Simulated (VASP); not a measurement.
A run of VASP 6.6.1:

The input POSCAR:

```
TaN
1.0
    2.9202104280      0.0000000000      0.0000000000
   -1.4601052140      2.5289764151      0.0000000000
    0.0000000000      0.0000000000      2.8707773473
Ta N
1 1
Direct
    0.0000000000      0.0000000000      0.5000000000
    0.6666666667      0.3333333333      0.0000000000
```

File INCAR.step1:

```
  PREC = Accurate
  ENCUT = 520
  ISMEAR = -1
  SIGMA = 0.05
  LREAL = F
  LASPH = T
  NELM = 80
  NBANDS = 15
  GGA = PE
  ALGO = Normal
  EDIFF = 1E-4
  LWAVE = T
  LCHARG = F
```

INCAR.step2

```
  PREC = Accurate
  ENCUT = 520
  EDIFF = 1E-8
  ISMEAR = -1
  SIGMA = 0.05
  LREAL = F
  LASPH = T
  NELM = 80
  ALGO = Normal
  ISIF = 2
  LWAVE = F
  LCHARG = F
  METAGGA = R2SCAN
  LMIXTAU = T
  LEFG = T
  NBANDS = 15
  ISTART = 1
```

KPOINTS

```
regular mesh
0
Gamma
  13 13 11
```

Potentials or basis: VASP PAW PBE potentials, release 64 (Ta_pv, N).

Command:

```bash
$ cat potpaw_PBE.64/Ta_pv/POTCAR potpaw_PBE.64/N/POTCAR > POTCAR
$ cp INCAR.step1 INCAR
$ mpirun -np 1 vasp_std > vasp.out
$ cp INCAR.step2 INCAR
$ mpirun -np 1 vasp_std > vasp.out
```

Hardware: 1 thread of Intel Xeon 6975P-C (shared host).

How long does it take, and how much memory?

Wall time 95 s on 1 thread of Intel Xeon 6975P-C, on a shared host, peak memory 0.18 GiB. Counts: k points 126.
